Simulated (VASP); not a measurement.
# BaAl2B4 (P6/mmm) in VASP: single point with PBE

Aim: the single point of BaAl2B4 with PBE.

Everything below comes from runs of VASP 6.6.1. Logs are shortened: lines on timing, memory, paths and dates and some standing lists are left out, and cuts for length are marked.

### Step 1. The cell of the first run

Symmetry: P6/mmm, No. 191, hexagonal system. The conventional cell has a = 3.182 Å, b = 3.182 Å, c = 10.268 Å, α = 90.00°, β = 90.00°, γ = 120.00°. Within 4.1 Å of Ba (site symmetry 6/mmm) lie 12 B at 3.08 Å and 6 Ba at 3.18 Å and 2 Al at 3.85 Å. Within 3.0 Å of Al (site symmetry 6mm) lie 6 B at 2.30 Å and 1 Al at 2.57 Å. B (site symmetry 3m) has 3 B at 1.84 Å and 3 Al at 2.30 Å within 2.4 Å.

The cell was generated, and may not be a known phase.

### Step 2. Single point, PBE

INCAR reads:

```
SYSTEM = BaAl2B4
PREC     = Accurate       ! precision mode
ENCUT    = 1230           ! plane-wave cutoff, eV
EDIFF    = 1E-6           ! SCF threshold, eV
ISMEAR   = 0              ! smearing method
SIGMA    = 0.1            ! smearing width, eV
LREAL    = .False.        ! projectors in reciprocal space
LASPH    = .True.         ! aspherical terms in the spheres
NELM     = 120            ! most SCF steps
ALGO     = Normal         ! electronic algorithm
ISIF     = 2              ! what is computed and relaxed
LWAVE    = .False.        ! write WAVECAR
LCHARG   = .True.         ! write CHGCAR
GGA      = PE             ! functional
LELF     = .True.         ! ELF
LVHAR    = .True.       
NBANDS   = 23             ! bands
GGA_COMPAT= .False.
```

KPOINTS reads:

```
Automatic mesh
0
Gamma
  6 6 4
  0 0 0
```

POSCAR reads:

```
BaAl2B4
1.0
    3.1819934423      0.0000000023      0.0000000000
   -1.5909967232      2.7556871546      0.0000000000
    0.0000000000      0.0000000000     10.2676303981
Ba Al B
1 2 4
Direct
    0.0000000000      0.0000000000      0.0000000000
    0.0000000000      0.0000000000      0.6249184531
    0.0000000000      0.0000000000      0.3750815469
    0.3333333333      0.6666666667      0.7595291171
    0.6666666667      0.3333333333      0.7595291171
    0.6666666667      0.3333333333      0.2404708829
    0.3333333333      0.6666666667      0.2404708829
```

Potentials or basis: VASP PAW PBE potentials, release 64 (Ba_sv, Al, B_h).

On the command line:

```console
$ cat potpaw_PBE.64/Ba_sv/POTCAR potpaw_PBE.64/Al/POTCAR potpaw_PBE.64/B_h/POTCAR > POTCAR
$ mpirun -np 1 vasp_std > vasp.out
```

OUTCAR:

```text
SYSTEM = BaAl2B4
   PREC = Accurate
   ENCUT = 1230
   EDIFF = 1E-6
   ISMEAR = 0
   LREAL = .False.
   LASPH = .True.
   NELM = 120
   ISIF = 2
   GGA = PE

 ion  position               nearest neighbor table
   1  0.000  0.000  0.000-   2 3.85   3 3.85
   2  0.000  0.000  0.625-   4 2.30   5 2.30   5 2.30   4 2.30   5 2.30   4 2.30   3 2.57   1 3.85

   3  0.000  0.000  0.375-   6 2.30   7 2.30   6 2.30   7 2.30   6 2.30   7 2.30   2 2.57   1 3.85

   4  0.333  0.667  0.760-   2 2.30   2 2.30   2 2.30
   5  0.667  0.333  0.760-   2 2.30   2 2.30   2 2.30
   6  0.667  0.333  0.240-   3 2.30   3 2.30   3 2.30
   7  0.333  0.667  0.240-   3 2.30   3 2.30   3 2.30

  LATTYP: Found a hexagonal cell.
 ALAT       =     3.1819934423
 C/A-ratio  =     3.2267918160

  Lattice vectors:

 A1 = (   3.1819934423,   0.0000000023,   0.0000000000)
 A2 = (  -1.5909967232,   2.7556871546,   0.0000000000)
 A3 = (   0.0000000000,   0.0000000000,  10.2676303981)

Analysis of symmetry for initial positions (statically):
=====================================================================
 Subroutine PRICEL returns:
 Original cell was already a primitive cell.

 Routine SETGRP: Setting up the symmetry group for a
 hexagonal supercell.

 Subroutine GETGRP returns: Found 24 space group operations
 (whereof 24 operations were pure point group operations)
 out of a pool of 24 trial point group operations.

The static configuration has the point symmetry D_6h.

Analysis of symmetry for dynamics (positions and initial velocities):
=====================================================================
 Subroutine PRICEL returns:
 Original cell was already a primitive cell.

 Routine SETGRP: Setting up the symmetry group for a
 hexagonal supercell.

 Subroutine GETGRP returns: Found 24 space group operations
 (whereof 24 operations were pure point group operations)
 out of a pool of 24 trial point group operations.

The dynamic configuration has the point symmetry D_6h.

 Subroutine INISYM returns: Found 24 space group operations
 (whereof 24 operations are pure point group operations),
 and found     1 'primitive' translations

----------------------------------------------------------------------------------------

                                     Primitive cell

[... 97 lines left out ...]
   LREAL  =      F    real-space projection
   EDIFFG = 0.1E-04   stopping-criterion for IOM
   NSW    =      0    number of steps for IOM
   IBRION =     -1    ionic relax: 0-MD 1-quasi-New 2-CG
   NFREE  =      0    steps in history (QN), initial steepest desc. (CG)
   ISIF   =      2    stress and relaxation
   ISYM   =      2    0-nonsym 1-usesym 2-fastsym
   POTIM  = 0.5000    time-step for ionic-motion
   TEBEG  =    0.0;   TEEND  =   0.0 temperature during run
   PSTRESS=    0.0 pullay stress
   NELECT =      28.0000    total number of electrons
   NUPDOWN=      -1.0000    fix difference up-down
   EMIN   =  10.00;   EMAX   =-10.00  energy-range for DOS
   EFERMI =   0.00;   METHOD = LEGACY
   ISMEAR =     0;   SIGMA  =   0.10  broadening in eV -4-tet -1-fermi 0-gaus
   EFERMI_NEDOS =   21; number of points for ismear=-14 and -15
   IALGO  =     38    algorithm
   IMIX   =      4    mixing-type and parameters
     AMIX     =   0.40;   BMIX     =  1.00
     AMIX_MAG =   1.60;   BMIX_MAG =  1.00
  volume/ion in A,a.u.               =      12.86        86.80
  Fermi-wavevector in a.u.,A,eV,Ry     =   1.109160  2.096009 16.738389  1.230237
  Thomas-Fermi vector in A             =   2.245697
   LORBIT       =      0    0 simple, 1 ext, 2 COOP (PROOUT), +10 PAW based schemes
   GGA     = PE    functional components
   LHFCALC =     F    Hartree Fock is set to
   AEXX    =    0.0000 exact exchange contribution
   IVDW    =     0    specifies the selected vdW correction
   LEPSILON=     F    determine dielectric tensor
   LRPA    =     F    only Hartree local field effects (RPA)
 non-spin polarized calculation
 Gauss-broadening in eV      SIGMA  =   0.10
  energy-cutoff  :     1230.00
  volume of cell :       90.03
 maximum number of plane-waves:      8870
   NGX = 19   NGY = 19   NGZ = 59

 number of electron      28.0000000 magnetization

 Free energy of the ion-electron system (eV)
  ---------------------------------------------------
  ext. energy  EPLUGINS =         0.00000000
  ---------------------------------------------------
  free energy    TOTEN  =       -35.65873885 eV

  energy without entropy =      -35.64654863  energy(sigma->0) =      -35.65264374

 E-fermi :   7.1590     XC(G=0): -10.8280

 val. band max:        7.1352123996   @ k =   0.5000   0.0000   0.0000
 cond. band min:       7.2169051609   @ k =   0.5000   0.0000   0.2500
 fundamental gap:      0.0816927613
 Fermi energy:         7.1590203478

 k-point     1 :       0.0000    0.0000    0.0000
  band No.  band energies     occupation
      1     -21.4796      2.00000
      2      -7.5528      2.00000
      3      -5.9035      2.00000
      4      -4.8249      2.00000
      5      -3.9154      2.00000
      6      -3.9154      2.00000
[... 535 lines left out ...]
     22      13.7358      0.00000
     23      13.9206      0.00000

------------------------ aborting loop because EDIFF is reached ----------------------------------------

  FORCE on cell =-STRESS in cart. coord.  units (eV):
  Direction    XX          YY          ZZ          XY          YZ          ZX
  --------------------------------------------------------------------------------------
  -------------------------------------------------------------------------------------
  Total        0.8541528      0.8541528      0.8992209     -0.0000000      0.0000000      0.0000000
  in kB       15.2001104     15.2001104     16.0021215     -0.0000000      0.0000000      0.0000000
  external PRESSURE =      15.4674474 kB  Pullay stress =       0.0000000 kB

 VOLUME and BASIS-vectors are now :
 -----------------------------------------------------------------------------
  energy-cutoff  :     1230.00
  volume of cell :       90.03
      direct lattice vectors                 reciprocal lattice vectors
     3.181993442  0.000000002  0.000000000     0.314268404  0.181442948  0.000000000
    -1.590996723  2.755687155  0.000000000    -0.000000000  0.362885895  0.000000000
     0.000000000  0.000000000 10.267630398     0.000000000  0.000000000  0.097393455

 POSITION                                       TOTAL-FORCE (eV/Angst)
 -----------------------------------------------------------------------------------
      0.00000      0.00000      0.00000        -0.000000     -0.000000     -0.000000
      0.00000      0.00000      6.41643        -0.000000     -0.000000      0.030214
      0.00000      0.00000      3.85120        -0.000000     -0.000000     -0.030214
     -0.00000      1.83712      7.79856         0.000000      0.000000     -0.075979
      1.59100      0.91856      7.79856         0.000000     -0.000000     -0.075979
      1.59100      0.91856      2.46907         0.000000     -0.000000      0.075979
     -0.00000      1.83712      2.46907        -0.000000      0.000000      0.075979
 -----------------------------------------------------------------------------------
    total drift:                               -0.000000      0.000000     -0.000000

  FREE ENERGIE OF THE ION-ELECTRON SYSTEM (eV)
  ---------------------------------------------------
  free  energy   TOTEN  =       -35.6587388498 eV

  energy  without entropy=      -35.6465486328  energy(sigma->0) =      -35.65264374
```

Run time: 90 s. Hardware: 1 thread of Intel Xeon 6975P-C (Granite Rapids), shared host; peak memory 0.47 GiB.

What came out:

```
Free energy            : -35.6587 eV
Pressure               : 1.5 GPa
Largest force          : 0.076 eV/Å
Band gap on the k mesh : zero (bands 14 and 15 overlap by 2.65 eV)
```

Forces on the atoms (eV/Å):
```
Ba   0.000  0.000  0.000
Al   0.000  0.000  0.030
Al   0.000  0.000 -0.030
B    0.000  0.000 -0.076
B    0.000  0.000 -0.076
B    0.000  0.000  0.076
B    0.000  0.000  0.076
```

Levels at points of the mesh, in eV from the Fermi level:
| k point | band 10 | band 11 | band 12 | band 13 | band 14 | band 15 | band 16 | band 17 | band 18 | band 19 |
| --- | --- | --- | --- | --- | --- | --- | --- | --- | --- | --- |
| (0.00, 0.00, 0.00) | -0.81 | -0.81 | -0.72 | -0.72 | 0.49 | 3.01 | 3.49 | 3.49 | 3.73 | 3.73 |
| (0.50, 0.00, 0.00) | -3.42 | -3.40 | -3.30 | -3.03 | -1.40 | -0.02 | 1.24 | 1.65 | 2.47 | 3.31 |
| (0.00, 0.00, 0.50) | -0.80 | -0.80 | -0.73 | -0.73 | 0.29 | 2.65 | 3.49 | 3.49 | 3.65 | 3.65 |
| (0.50, 0.00, 0.50) | -3.44 | -3.28 | -3.08 | -2.10 | -1.91 | 0.12 | 0.31 | 1.56 | 2.35 | 2.89 |

Caveat: the k points lie up to 0.38 Å⁻¹ apart, too coarse for converged energies and pressures of a metal; spin-orbit coupling is left out, which moves the levels of the heavy elements.

The gap in the log of VASP goes by the Fermi energy; the results here count the filled bands.